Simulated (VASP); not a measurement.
# HfO2 (Fm-3m) in VASP: single point with HSE06

Aim: the single point of HfO2 with HSE06.

All numbers are computed with VASP 6.6.1; they aren't measurements. Logs are shortened: lines on timing, memory, paths and dates and some standing lists are left out, and cuts for length are marked.

## 1. The cell of the first run

It takes space group Fm-3m (No. 225, cubic). Conventional cell: a = 5.058 Å, b = 5.058 Å, c = 5.058 Å, α = 90.00°, β = 90.00°, γ = 90.00°. Within 2.9 Å of Hf (site symmetry m-3m) lie 8 O at 2.19 Å. O (site symmetry -43m) has 4 Hf at 2.19 Å and 6 O at 2.53 Å within 2.9 Å.

## 2. Single point, HSE06

Input file POSCAR:

```
HfO2
1.0
    0.0000000000      2.5291823181      2.5291823181
    2.5291823181      0.0000000000      2.5291823181
    2.5291823181      2.5291823181      0.0000000000
Hf O
1 2
Direct
    0.0000000000      0.0000000000      0.0000000000
    0.2500000000      0.2500000000      0.2500000000
    0.7500000000      0.7500000000      0.7500000000
```

Input file INCAR.step1:

```
SYSTEM = HfO2
PREC     = Accurate       ! precision mode
ENCUT    = 520            ! plane-wave cutoff, eV
EDIFF    = 1E-5           ! SCF threshold, eV
ISMEAR   = 0              ! smearing method
SIGMA    = 0.01           ! smearing width, eV
LREAL    = .FALSE.        ! projectors in reciprocal space
LASPH    = .TRUE.         ! aspherical terms in the spheres
NELM     = 60             ! most SCF steps
ALGO     = Normal         ! electronic algorithm
ISIF     = 2              ! what is computed and relaxed
LWAVE    = .TRUE.         ! write WAVECAR
NBANDS   = 18             ! bands
GGA      = PE             ! functional
LUSENCCL = .FALSE.
```

Input file INCAR.step2:

```
SYSTEM = HfO2
PREC     = Accurate       ! precision mode
ENCUT    = 520            ! plane-wave cutoff, eV
EDIFF    = 1E-6           ! SCF threshold, eV
ISMEAR   = 0              ! smearing method
SIGMA    = 0.01           ! smearing width, eV
LREAL    = .FALSE.        ! projectors in reciprocal space
LASPH    = .TRUE.         ! aspherical terms in the spheres
NELM     = 60             ! most SCF steps
ALGO     = Normal         ! electronic algorithm
ISIF     = 2              ! what is computed and relaxed
LWAVE    = .FALSE.        ! write WAVECAR
LCHARG   = .TRUE.         ! write CHGCAR
GGA      = PE             ! functional
LHFCALC  = .TRUE.         ! exact exchange
HFSCREEN = 0.2079         ! screening, 1/A
PRECFOCK = Normal       
LELF     = .TRUE.         ! ELF
LVHAR    = .TRUE.       
NBANDS   = 18             ! bands
ISTART   = 1            
LUSENCCL = .FALSE.
```

Input file KPOINTS:

```
regular mesh
0
G
  6 6 6
  0 0 0
```

Potentials or basis: VASP PAW PBE potentials, release 64 (Hf_pv, O).

Command:

```console
> cat potpaw_PBE.64/Hf_pv/POTCAR potpaw_PBE.64/O/POTCAR > POTCAR
> cp INCAR.step1 INCAR
> mpirun -np 1 vasp_std > vasp.out
> cp INCAR.step2 INCAR
> mpirun -np 1 vasp_std > vasp.out
```

OUTCAR:

```text
SYSTEM = HfO2
   PREC = Accurate
   ENCUT = 520
   EDIFF = 1E-6
   ISMEAR = 0
   LREAL = .FALSE.
   LASPH = .TRUE.
   NELM = 60
   ISIF = 2
   GGA = PE
   LHFCALC = .TRUE.
   HFSCREEN = 0.2079
   PRECFOCK = Normal
   ISTART = 1

 ion  position               nearest neighbor table
   1  0.000  0.000  0.000-   3 2.19   3 2.19   3 2.19   2 2.19   3 2.19   2 2.19   2 2.19   2 2.19

   2  0.250  0.250  0.250-   1 2.19   1 2.19   1 2.19   1 2.19
   3  0.750  0.750  0.750-   1 2.19   1 2.19   1 2.19   1 2.19

  LATTYP: Found a face centered cubic cell.
 ALAT       =     5.0583646362

  Lattice vectors:

 A1 = (   0.0000000000,   2.5291823181,   2.5291823181)
 A2 = (   2.5291823181,   0.0000000000,   2.5291823181)
 A3 = (   2.5291823181,   2.5291823181,   0.0000000000)

Analysis of symmetry for initial positions (statically):
=====================================================================
 Subroutine PRICEL returns:
 Original cell was already a primitive cell.

 Routine SETGRP: Setting up the symmetry group for a
 face centered cubic supercell.

 Subroutine GETGRP returns: Found 48 space group operations
 (whereof 48 operations were pure point group operations)
 out of a pool of 48 trial point group operations.

The static configuration has the point symmetry O_h .

Analysis of symmetry for dynamics (positions and initial velocities):
=====================================================================
 Subroutine PRICEL returns:
 Original cell was already a primitive cell.

 Routine SETGRP: Setting up the symmetry group for a
 face centered cubic supercell.

 Subroutine GETGRP returns: Found 48 space group operations
 (whereof 48 operations were pure point group operations)
 out of a pool of 48 trial point group operations.

The dynamic configuration has the point symmetry O_h .

 Subroutine INISYM returns: Found 48 space group operations
 (whereof 48 operations are pure point group operations),
 and found     1 'primitive' translations

----------------------------------------------------------------------------------------

                                     Primitive cell

  volume of cell :      32.3572

  direct lattice vectors                    reciprocal lattice vectors
     0.000000000  2.529182318  2.529182318    -0.197692352  0.197692352  0.197692352
     2.529182318  0.000000000  2.529182318     0.197692352 -0.197692352  0.197692352
     2.529182318  2.529182318  0.000000000     0.197692352  0.197692352 -0.197692352

  length of vectors
     3.576803936  3.576803936  3.576803936     0.342413197  0.342413197  0.342413197

  position of ions in fractional coordinates (direct lattice)
     0.000000000  0.000000000  0.000000000
     0.250000000  0.250000000  0.250000000
     0.750000000  0.750000000  0.750000000

  ion indices of the primitive-cell ions
   primitive index   ion index
                 1           1
                 2           2
                 3           3

----------------------------------------------------------------------------------------

 KPOINTS: regular mesh

Automatic generation of k-mesh.
 Grid dimensions read from file:
 generate k-points for:    6    6    6

 Generating k-lattice:

  Cartesian coordinates                     Fractional coordinates (reciprocal lattice)
    -0.032948725  0.032948725  0.032948725     0.166666667  0.000000000  0.000000000
     0.032948725 -0.032948725  0.032948725     0.000000000  0.166666667  0.000000000
     0.032948725  0.032948725 -0.032948725     0.000000000  0.000000000  0.166666667

  Length of vectors
     0.057068866  0.057068866  0.057068866

  Shift w.r.t. Gamma in fractional coordinates (k-lattice)
     0.000000000  0.000000000  0.000000000

 Subroutine IBZKPT returns following result:
 ===========================================

 Found     16 irreducible k-points:

 Following reciprocal coordinates:
            Coordinates               Weight
  0.000000  0.000000  0.000000      1.000000
  0.166667  0.000000  0.000000      8.000000
  0.333333  0.000000  0.000000      8.000000
  0.500000  0.000000  0.000000      4.000000
  0.166667  0.166667  0.000000      6.000000
  0.333333  0.166667  0.000000     24.000000
[... 8 lines left out ...]
 -0.333333  0.333333  0.166667     24.000000
 -0.333333  0.500000  0.166667     12.000000
   k-points           NKPTS =     16   k-points in BZ     NKDIM =    216   number of bands    NBANDS=     18
   number of dos      NEDOS =    301   number of ions     NIONS =      3
   total plane-waves  NPLWV =  21952
   dimension x,y,z NGX =    28 NGY =   28 NGZ =   28
   dimension x,y,z NGXF=    56 NGYF=   56 NGZF=   56
   ions per type =               1   2
   NGX,Y,Z   is equivalent  to a cutoff of  13.01, 13.01, 13.01 a.u.
   NGXF,Y,Z  is equivalent  to a cutoff of  26.03, 26.03, 26.03 a.u.
 SYSTEM =  HfO2
   PREC   = accura    normal or accurate (medium, high low for compatibility)
   ISTART =      1    job   : 0-new  1-cont  2-samecut
   ICHARG =      0    charge: 1-file 2-atom 10-const
   ISPIN  =      1    spin polarized calculation?
   LNONCOLLINEAR =      F non collinear calculations
   LSORBIT =      F    spin-orbit coupling
   LASPH  =      T    aspherical Exc in radial PAW
   ENCUT  =  520.0 eV  38.22 Ry    6.18 a.u.   6.65  6.65  6.65*2*pi/ulx,y,z
   NELM   =     60;   NELMIN=  2; NELMDL=  0     # of ELM steps
   EDIFF  = 0.1E-05   stopping-criterion for ELM
   LREAL  =      F    real-space projection
   EDIFFG = 0.1E-04   stopping-criterion for IOM
   NSW    =      0    number of steps for IOM
   IBRION =     -1    ionic relax: 0-MD 1-quasi-New 2-CG
   NFREE  =      0    steps in history (QN), initial steepest desc. (CG)
   ISIF   =      2    stress and relaxation
   ISYM   =      3    0-nonsym 1-usesym 2-fastsym
   POTIM  = 0.5000    time-step for ionic-motion
   TEBEG  =    0.0;   TEEND  =   0.0 temperature during run
   PSTRESS=    0.0 pullay stress
   NELECT =      22.0000    total number of electrons
   NUPDOWN=      -1.0000    fix difference up-down
   EMIN   =  10.00;   EMAX   =-10.00  energy-range for DOS
   EFERMI =   0.00;   METHOD = LEGACY
   ISMEAR =     0;   SIGMA  =   0.01  broadening in eV -4-tet -1-fermi 0-gaus
   EFERMI_NEDOS =   21; number of points for ismear=-14 and -15
   IALGO  =     38    algorithm
   IMIX   =      1    mixing-type and parameters
     AMIX     =   0.40;   BMIX     =  1.00
     AMIX_MAG =   1.60;   BMIX_MAG =  1.00
  volume/ion in A,a.u.               =      10.79        72.79
  Fermi-wavevector in a.u.,A,eV,Ry     =   1.439546  2.720348 28.195259  2.072293
  Thomas-Fermi vector in A             =   2.558390
   LORBIT       =      0    0 simple, 1 ext, 2 COOP (PROOUT), +10 PAW based schemes
   GGA     = PE    functional components
   LHFCALC =     T    Hartree Fock is set to
   PRECFOCK=normal    Normal, Fast or Accurate (Low or Medium for compatibility)
   ENCUT4O =  -1.0   cutoff for four orbital integrals eV
   NKREDX  =     1    reduce k-point grid by
   NKREDY  =     1    reduce k-point grid by
   NKREDZ  =     1    reduce k-point grid by
   AEXX    =    0.2500 exact exchange contribution
   HFSCREEN=    0.2079 screening length (either q_TF or 0.3 A-1)
   HFSCREENC=   0.2079 screening length for correlation (either q_TF or 0.3 A-1)
   ENCUTFOCK=  -1.0 apply spherical cutoff to Coloumb kernel
   IVDW    =     0    specifies the selected vdW correction
   LEPSILON=     F    determine dielectric tensor
   LRPA    =     F    only Hartree local field effects (RPA)
 non-spin polarized calculation
 Gauss-broadening in eV      SIGMA  =   0.01
  energy-cutoff  :      520.00
  volume of cell :       32.36
 maximum number of plane-waves:       893
 NGX is ok and might be reduce to    28
  NGX = 20; NGY = 20; NGZ = 20

 number of electron      21.9999992 magnetization

 Free energy of the ion-electron system (eV)
  ---------------------------------------------------
  ext. energy  EPLUGINS =         0.00000000
  ---------------------------------------------------
  free energy    TOTEN  =       -36.26097316 eV

  energy without entropy =      -36.26097316  energy(sigma->0) =      -36.26097316

 E-fermi :   3.3645     XC(G=0):  -9.7260

 val. band max:        3.2929594234   @ k =   0.5000   0.5000   0.0000
 cond. band min:       8.6571192453   @ k =   0.5000   0.5000   0.0000
 fundamental gap:      5.3641598219
 Fermi energy:         3.3644554520

 k-point     1 :       0.0000    0.0000    0.0000
  band No.  band energies     occupation
      1     -27.8776      2.00000
      2     -27.8776      2.00000
      3     -27.8776      2.00000
      4     -17.2034      2.00000
      5     -13.9661      2.00000
      6      -2.5350      2.00000
[... 10 lines left out ...]
     17      15.7560      0.00000
     18      18.9271      0.00000

 k-point     2 :       0.1667    0.0000    0.0000
  band No.  band energies     occupation
      1     -28.0205      2.00000
      2     -27.8934      2.00000
      3     -27.8934      2.00000
      4     -16.8093      2.00000
      5     -14.2663      2.00000
      6      -2.2516      2.00000
[... 10 lines left out ...]
     17      15.2593      0.00000
     18      18.5954      0.00000

 k-point     3 :       0.3333    0.0000    0.0000
  band No.  band energies     occupation
      1     -28.2870      2.00000
      2     -27.9249      2.00000
      3     -27.9249      2.00000
      4     -16.1021      2.00000
      5     -14.6633      2.00000
      6      -1.6641      2.00000
[... 10 lines left out ...]
     17      14.7525      0.00000
     18      17.4801      0.00000

 k-point     4 :       0.5000    0.0000    0.0000
  band No.  band energies     occupation
      1     -28.4119      2.00000
      2     -27.9406      2.00000
      3     -27.9406      2.00000
      4     -15.8965      2.00000
      5     -14.6545      2.00000
      6      -1.3747      2.00000
[... 207 lines left out ...]
      4     -15.4269      2.00000
      5     -15.0259      2.00000
      6      -2.0715      2.00000
[... 10 lines left out ...]
     17      16.1413      0.00000
     18      18.9655      0.00000

 k-point    15 :      -0.3333    0.3333    0.1667
  band No.  band energies     occupation
      1     -28.2962      2.00000
      2     -28.1692      2.00000
      3     -27.9991      2.00000
      4     -15.2877      2.00000
      5     -14.9757      2.00000
      6      -2.0574      2.00000
[... 10 lines left out ...]
     17      16.9509      0.00000
     18      18.9949      0.00000

 k-point    16 :      -0.3333    0.5000    0.1667
  band No.  band energies     occupation
      1     -28.3433      2.00000
      2     -28.1384      2.00000
      3     -28.0333      2.00000
      4     -15.2146      2.00000
      5     -14.9478      2.00000
      6      -3.0504      2.00000
[... 10 lines left out ...]
     17      18.2363      0.00000
     18      18.9252      0.00000

------------------------ aborting loop because EDIFF is reached ----------------------------------------

  FORCE on cell =-STRESS in cart. coord.  units (eV):
  Direction    XX          YY          ZZ          XY          YZ          ZX
  --------------------------------------------------------------------------------------
  -------------------------------------------------------------------------------------
  Total       -1.0661511     -1.0661511     -1.0661511     -0.0000000     -0.0000000      0.0000000
  in kB      -52.7908864    -52.7908864    -52.7908864     -0.0000000     -0.0000000      0.0000000
  external PRESSURE =     -52.7908864 kB  Pullay stress =       0.0000000 kB

 VOLUME and BASIS-vectors are now :
 -----------------------------------------------------------------------------
  energy-cutoff  :      520.00
  volume of cell :       32.36
      direct lattice vectors                 reciprocal lattice vectors
     0.000000000  2.529182318  2.529182318    -0.197692352  0.197692352  0.197692352
     2.529182318  0.000000000  2.529182318     0.197692352 -0.197692352  0.197692352
     2.529182318  2.529182318  0.000000000     0.197692352  0.197692352 -0.197692352

 POSITION                                       TOTAL-FORCE (eV/Angst)
 -----------------------------------------------------------------------------------
      0.00000      0.00000      0.00000        -0.000000      0.000000      0.000000
      1.26459      1.26459      1.26459        -0.000000      0.000000      0.000000
      3.79377      3.79377      3.79377         0.000000     -0.000000     -0.000000
 -----------------------------------------------------------------------------------
    total drift:                                0.000000      0.000000      0.000000

  FREE ENERGIE OF THE ION-ELECTRON SYSTEM (eV)
  ---------------------------------------------------
  free  energy   TOTEN  =       -36.2609731585 eV

  energy  without entropy=      -36.2609731585  energy(sigma->0) =      -36.26097316
```

Wall time 65 min (1 × NVIDIA H100 80GB with 1 thread of AMD EPYC 7R13 (Zen 3), shared host); peak memory 1.2 GiB.

What came out:

| Property | Result |
| --- | --- |
| Free energy | -36.2610 eV |
| Pressure | -5.3 GPa |
| Band gap on the k mesh | 5.36 eV |

Levels at points of the mesh, in eV from the valence-band top:
```csv
k point,band 9,band 10,band 11,band 12,band 13,band 14
"(0.00, 0.00, 0.00)",-0.67,-0.67,-0.67,5.49,5.49,7.47
"(0.50, 0.00, 0.00)",-2.97,-2.03,-2.03,6.27,6.27,8.73
"(0.50, 0.50, 0.00)",-1.66,-1.66,0.00,5.36,7.30,8.36
```

Caveat: the cell stands under tension; the PAW data sets were made with another functional, which shifts forces and pressure a little; spin-orbit coupling is left out, which moves the levels of the heavy elements. A k mesh can miss the band edges.
